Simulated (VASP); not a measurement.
# CdSe (P1) in VASP: relaxation of cell and atoms with PBE

Aim: the relaxation of cell and atoms of CdSe with PBE.

Program: VASP 6.6.1. These are calculated values, not measurements. Logs are shortened: lines on timing, memory, paths and dates and some standing lists are left out, and cuts for length are marked.

## Step 1: The cell of the first run

The typed cell holds 8 atoms: a = 7.377 Å, b = 7.163 Å, c = 7.501 Å, α = 108.74°, β = 111.70°, γ = 107.37°.

## Step 2: Relaxation of cell and atoms, PBE

Contents of INCAR:

```
SYSTEM = CdSe
  PREC = Accurate
  ENCUT = 600
  EDIFF = 1E-6
  ISMEAR = 0
  SIGMA = 0.1
  LREAL = .False.
  LASPH = .True.
  NELM = 100
  ALGO = Normal
  ISIF = 3
  LWAVE = .False.
  LCHARG = .False.
  GGA = PE
  IBRION = 2
  NSW = 80
  EDIFFG = -0.025
```

Contents of KPOINTS:

```
Automatic mesh
0
Gamma
  2 2 2
  0 0 0
```

Contents of POSCAR:

```
CdSe
1.0
   -4.2540002171      4.1213601362      4.3980169734
    4.1261527393     -4.0651818773      4.2139912366
    4.4186917214      4.2298733817     -4.3418387145
Cd Se
4 4
Direct
    0.2949172104      0.9834407785      0.9806519942
    0.6644288841      0.6776478257      0.6610595547
    1.0009334012      0.3366419653     -0.0038354060
   -0.0207127207     -0.0061401019      0.3240576322
    1.0211322488      0.6737388735      0.0036178158
    0.3540353698      0.3524522129      0.3674605906
    0.6759383712      0.9843435519      1.0049843562
    0.0093272351     -0.0021251058      0.6620034623
```

Potentials or basis: VASP PAW PBE potentials, release 64 (Cd, Se).

Started as:

```sh
$ cat potpaw_PBE.64/Cd/POTCAR potpaw_PBE.64/Se/POTCAR > POTCAR
$ mpirun -np 1 vasp_std > vasp.out
```

OUTCAR:

```text
SYSTEM = CdSe
   PREC = Accurate
   ENCUT = 600
   EDIFF = 1E-6
   ISMEAR = 0
   LREAL = .False.
   LASPH = .True.
   NELM = 100
   ISIF = 3
   GGA = PE
   IBRION = 2
   NSW = 80
   EDIFFG = -0.025

 ion  position               nearest neighbor table
   1  0.295  0.983  0.981-   8 2.59   5 2.62   7 2.75   6 3.01
   2  0.664  0.678  0.661-   6 2.30   7 2.75   8 2.87   5 2.94
   3  0.001  0.337  0.996-   5 2.36   8 2.91   7 2.96   6 2.97
   4  0.979  0.994  0.324-   8 2.45   7 2.57   5 2.93   6 2.98
   5  0.021  0.674  0.004-   3 2.36   1 2.62   4 2.93   2 2.94
   6  0.354  0.352  0.367-   2 2.30   3 2.97   4 2.98   1 3.01
   7  0.676  0.984  0.005-   4 2.57   1 2.75   2 2.75   3 2.96
   8  0.009  0.998  0.662-   4 2.45   1 2.59   2 2.87   3 2.91

  LATTYP: Found a triclinic cell.
 ALAT       =     7.1629995299
 B/A-ratio  =     1.6357208361
 C/A-ratio  =     1.0354981057
 COS(alpha) =     0.0009684997
 COS(beta)  =     0.3439786177
 COS(gamma) =     0.7992958477

  Lattice vectors:

 A1 = (   4.1261527393,  -4.0651818773,   4.2139912366)
 A2 = (   8.3801529564,  -8.1865420135,  -0.1840257368)
 A3 = (   4.2908442436,   4.2860516406,   4.2701694955)

Analysis of symmetry for initial positions (statically):
=====================================================================
 Subroutine PRICEL returns:
 Original cell was already a primitive cell.

 Routine SETGRP: Setting up the symmetry group for a
 triclinic supercell.

 Subroutine GETGRP returns: Found  1 space group operations
 (whereof  1 operations were pure point group operations)
 out of a pool of  2 trial point group operations.

The static configuration has the point symmetry C_1 .

Analysis of symmetry for dynamics (positions and initial velocities):
=====================================================================
 Subroutine PRICEL returns:
 Original cell was already a primitive cell.

 Routine SETGRP: Setting up the symmetry group for a
 triclinic supercell.

 Subroutine GETGRP returns: Found  1 space group operations
 (whereof  1 operations were pure point group operations)
 out of a pool of  2 trial point group operations.

The dynamic configuration has the point symmetry C_1 .

 Subroutine INISYM returns: Found  1 space group operations
 (whereof  1 operations are pure point group operations),
 and found     1 'primitive' translations

----------------------------------------------------------------------------------------

                                     Primitive cell

  volume of cell :     307.0767

  direct lattice vectors                    reciprocal lattice vectors
    -4.254000217  4.121360136  4.398016973    -0.000567563  0.118978148  0.115332386
     4.126152739 -4.065181877  4.213991237     0.118854134 -0.003136996  0.117901819
     4.418691721  4.229873382 -4.341838714     0.114779512  0.117472959  0.000937626

  length of vectors
     7.377308487  7.162999530  7.501215153     0.165703594  0.167442482  0.164241017

  position of ions in fractional coordinates (direct lattice)
     0.294917210  0.983440778  0.980651994
     0.664428884  0.677647826  0.661059555
     0.000933401  0.336641965  0.996164594
     0.979287279  0.993859898  0.324057632
     0.021132249  0.673738873  0.003617816
     0.354035370  0.352452213  0.367460591
     0.675938371  0.984343552  0.004984356
     0.009327235  0.997874894  0.662003462

  ion indices of the primitive-cell ions
   primitive index   ion index
                 1           1
                 2           2
                 3           3
                 4           4
                 5           5
                 6           6
                 7           7
                 8           8

----------------------------------------------------------------------------------------

 KPOINTS: Automatic mesh

Automatic generation of k-mesh.
 Grid dimensions read from file:
 generate k-points for:    2    2    2

 Generating k-lattice:

  Cartesian coordinates                     Fractional coordinates (reciprocal lattice)
    -0.000283781  0.059489074  0.057666193     0.500000000  0.000000000 -0.000000000
     0.059427067 -0.001568498  0.058950909    -0.000000000  0.500000000  0.000000000
     0.057389756  0.058736480  0.000468813     0.000000000 -0.000000000  0.500000000

  Length of vectors
     0.082851797  0.083721241  0.082120508

  Shift w.r.t. Gamma in fractional coordinates (k-lattice)
     0.000000000  0.000000000  0.000000000

 Subroutine IBZKPT returns following result:
 ===========================================

 Found      8 irreducible k-points:

 Following reciprocal coordinates:
            Coordinates               Weight
  0.000000  0.000000  0.000000      1.000000
  0.500000  0.000000  0.000000      1.000000
  0.000000  0.500000  0.000000      1.000000
  0.500000  0.500000  0.000000      1.000000
  0.000000 -0.000000  0.500000      1.000000
  0.500000  0.000000  0.500000      1.000000
  0.000000  0.500000  0.500000      1.000000
  0.500000  0.500000  0.500000      1.000000
   k-points           NKPTS =      8   k-points in BZ     NKDIM =      8   number of bands    NBANDS=     43
   number of dos      NEDOS =    301   number of ions     NIONS =      8
   total plane-waves  NPLWV = 216000
   dimension x,y,z NGX =    60 NGY =   60 NGZ =   60
   dimension x,y,z NGXF=   120 NGYF=  120 NGZF=  120
   ions per type =               4   4
   NGX,Y,Z   is equivalent  to a cutoff of  13.52, 13.93, 13.30 a.u.
   NGXF,Y,Z  is equivalent  to a cutoff of  27.04, 27.85, 26.60 a.u.
 SYSTEM =  CdSe
   PREC   = accura    normal or accurate (medium, high low for compatibility)
   ISTART =      0    job   : 0-new  1-cont  2-samecut
   ICHARG =      2    charge: 1-file 2-atom 10-const
   ISPIN  =      1    spin polarized calculation?
   LNONCOLLINEAR =      F non collinear calculations
   LSORBIT =      F    spin-orbit coupling
   LASPH  =      T    aspherical Exc in radial PAW
   ENCUT  =  600.0 eV  44.10 Ry    6.64 a.u.  14.73 14.31 14.98*2*pi/ulx,y,z
   NELM   =    100;   NELMIN=  2; NELMDL= -5     # of ELM steps
   EDIFF  = 0.1E-05   stopping-criterion for ELM
   LREAL  =      F    real-space projection
   EDIFFG = -.3E-01   stopping-criterion for IOM
   NSW    =     80    number of steps for IOM
   IBRION =      2    ionic relax: 0-MD 1-quasi-New 2-CG
   NFREE  =      1    steps in history (QN), initial steepest desc. (CG)
   ISIF   =      3    stress and relaxation
   ISYM   =      2    0-nonsym 1-usesym 2-fastsym
   POTIM  = 0.5000    time-step for ionic-motion
   TEBEG  =    0.0;   TEEND  =   0.0 temperature during run
   PSTRESS=    0.0 pullay stress
   NELECT =      72.0000    total number of electrons
   NUPDOWN=      -1.0000    fix difference up-down
   EMIN   =  10.00;   EMAX   =-10.00  energy-range for DOS
   EFERMI =   0.00;   METHOD = LEGACY
   ISMEAR =     0;   SIGMA  =   0.10  broadening in eV -4-tet -1-fermi 0-gaus
   EFERMI_NEDOS =   21; number of points for ismear=-14 and -15
   IALGO  =     38    algorithm
   IMIX   =      4    mixing-type and parameters
     AMIX     =   0.40;   BMIX     =  1.00
     AMIX_MAG =   1.60;   BMIX_MAG =  1.00
  volume/ion in A,a.u.               =      38.38       259.03
  Fermi-wavevector in a.u.,A,eV,Ry     =   1.009493  1.907665 13.865376  1.019076
  Thomas-Fermi vector in A             =   2.142425
   LORBIT       =      0    0 simple, 1 ext, 2 COOP (PROOUT), +10 PAW based schemes
   GGA     = PE    functional components
   LHFCALC =     F    Hartree Fock is set to
   AEXX    =    0.0000 exact exchange contribution
   IVDW    =     0    specifies the selected vdW correction
   LEPSILON=     F    determine dielectric tensor
   LRPA    =     F    only Hartree local field effects (RPA)
 conjugate gradient relaxation of ions
 non-spin polarized calculation
 Gauss-broadening in eV      SIGMA  =   0.10
  energy-cutoff  :      600.00
  volume of cell :      307.08
 maximum number of plane-waves:     10278
 NGX is ok and might be reduce to    60
   NGX = 29   NGY = 29   NGZ = 29

--------------------------------------- Ionic step        1  -------------------------------------------

 number of electron      72.0000002 magnetization

 Free energy of the ion-electron system (eV)
  ---------------------------------------------------
  ext. energy  EPLUGINS =         0.00000000
  ---------------------------------------------------
  free energy    TOTEN  =       -19.81125915 eV

  energy without entropy =      -19.81125699  energy(sigma->0) =      -19.81125807

------------------------ aborting loop because EDIFF is reached ----------------------------------------

  FORCE on cell =-STRESS in cart. coord.  units (eV):
  Direction    XX          YY          ZZ          XY          YZ          ZX
  --------------------------------------------------------------------------------------
  -------------------------------------------------------------------------------------
  Total        0.2135572      3.5740041      1.7316304      0.7180894     -0.9605148      3.8436346
  in kB        1.1142379     18.6474200      9.0348078      3.7466422     -5.0115005     20.0542211
  external PRESSURE =       9.5988219 kB  Pullay stress =       0.0000000 kB
[... 107 lines left out ...]
  FREE ENERGIE OF THE ION-ELECTRON SYSTEM (eV)
  ---------------------------------------------------
  free  energy   TOTEN  =       -20.7275061213 eV

  energy  without entropy=      -20.7275054339  energy(sigma->0) =      -20.72750578

[... ionic steps 4 to 11 ...]

--------------------------------------- Ionic step       12  -------------------------------------------

 number of electron      72.0000000 magnetization

------------------------ aborting loop because EDIFF is reached ----------------------------------------

  FORCE on cell =-STRESS in cart. coord.  units (eV):
  Direction    XX          YY          ZZ          XY          YZ          ZX
  --------------------------------------------------------------------------------------
  -------------------------------------------------------------------------------------
  Total       -0.0233823     -0.0508727     -0.0695083     -0.0130772      0.0058553      0.0170292
  in kB       -0.1232889     -0.2682382     -0.3664988     -0.0689526      0.0308737      0.0897902
  external PRESSURE =      -0.2526753 kB  Pullay stress =       0.0000000 kB
[... 69 lines left out ...]
  energy  without entropy=      -20.9996431902  energy(sigma->0) =      -20.99964319

--------------------------------------- Ionic step       14  -------------------------------------------

 number of electron      72.0000000 magnetization

 Free energy of the ion-electron system (eV)
  ---------------------------------------------------
  ext. energy  EPLUGINS =         0.00000000
  ---------------------------------------------------
  free energy    TOTEN  =       -20.99990426 eV

  energy without entropy =      -20.99990426  energy(sigma->0) =      -20.99990426

 E-fermi :  -0.5116     XC(G=0):  -7.2556

 val. band max:       -0.9537492837   @ k =   0.5000   0.5000   0.5000
 cond. band min:      -0.0599712346   @ k =   0.0000   0.0000   0.0000
 fundamental gap:      0.8937780490
 Fermi energy:        -0.5115585658

 k-point     1 :       0.0000    0.0000    0.0000
  band No.  band energies     occupation
      1     -13.0228      2.00000
      2     -12.5316      2.00000
      3     -12.5283      2.00000
      4     -12.5272      2.00000
      5      -8.6335      2.00000
      6      -8.6301      2.00000
[... 392 lines left out ...]
  FREE ENERGIE OF THE ION-ELECTRON SYSTEM (eV)
  ---------------------------------------------------
  free  energy   TOTEN  =       -20.9999042624 eV

  energy  without entropy=      -20.9999042624  energy(sigma->0) =      -20.99990426

 reached required accuracy - stopping structural energy minimisation
```

Wall time 29 min (1 thread of Oxide Virtual Turin-like, shared host); peak memory 0.56 GiB.

Results:

- Free energy: -20.9999 eV
- Relaxed volume: 37.93 Å³/atom
- Relaxed cell: a = 7.333 Å, b = 7.332 Å, c = 7.334 Å, α = 109.79°, β = 109.70°, γ = 108.94°
- Space group after relaxing (to 0.05 Å): P1 (No. 1)
- Energy gained by relaxing: 148.6 meV/atom
- Ionic steps: 14
- Pressure after relaxing: 0.0 GPa
- Largest force after relaxing: 0.023 eV/Å
- Band gap on the k mesh: 0.89 eV, indirect (least direct gap 0.93 eV)

Forces on the atoms (eV/Å):
```
Cd   0.007 -0.002  0.002
Cd   0.015  0.008 -0.005
Cd  -0.016 -0.002 -0.004
Cd   0.003  0.011  0.007
Se   0.008  0.002  0.003
Se  -0.009 -0.021  0.000
Se  -0.005  0.008 -0.008
Se  -0.003 -0.003  0.004
```

Step by step:
```
step  energy change (eV)  largest force (eV/Å)  pressure (GPa)  volume (Å³)
   1              0.0000                3.8767            0.96       307.08
   2             -0.9161                0.7063           -1.11       317.19
   3             -0.9162                0.6921           -1.11       316.96
   4             -1.0698                0.6209           -0.04       305.55
   5             -1.0925                0.6228            0.67       299.44
   6             -1.1631                0.2242            0.18       302.15
   7             -1.1701                0.2867           -0.01       303.37
   8             -1.1825                0.1292           -0.02       303.67
   9             -1.1837                0.1028           -0.01       303.80
  10             -1.1866                0.0561            0.00       303.72
  11             -1.1879                0.0609            0.02       303.62
  12             -1.1884                0.0270           -0.03       303.86
  13             -1.1884                0.0310           -0.03       303.89
  14             -1.1886                0.0228            0.02       303.47
```

Final structure:
```yaml
crystal:
  lattice:
    - [-4.21835, 4.21917, 4.26378]
    - [4.21864, -4.22182, 4.25886]
    - [4.21562, 4.22449, -4.26223]
  atoms:
    - { symbol: Cd, position: [0.31769, 0.99894, 0.00100] }
    - { symbol: Cd, position: [0.68315, 0.68438, 0.67907] }
    - { symbol: Cd, position: [0.00397, 0.32082, 0.00526] }
    - { symbol: Cd, position: [0.99500, 0.99571, 0.31445] }
    - { symbol: Se, position: [0.00077, 0.67132, 0.99761] }
    - { symbol: Se, position: [0.32734, 0.32562, 0.33212] }
    - { symbol: Se, position: [0.67252, 0.00331, 0.99868] }
    - { symbol: Se, position: [0.99956, 0.99990, 0.67180] }
```

Caveat: the k points lie up to 0.53 Å⁻¹ apart in the final cell.
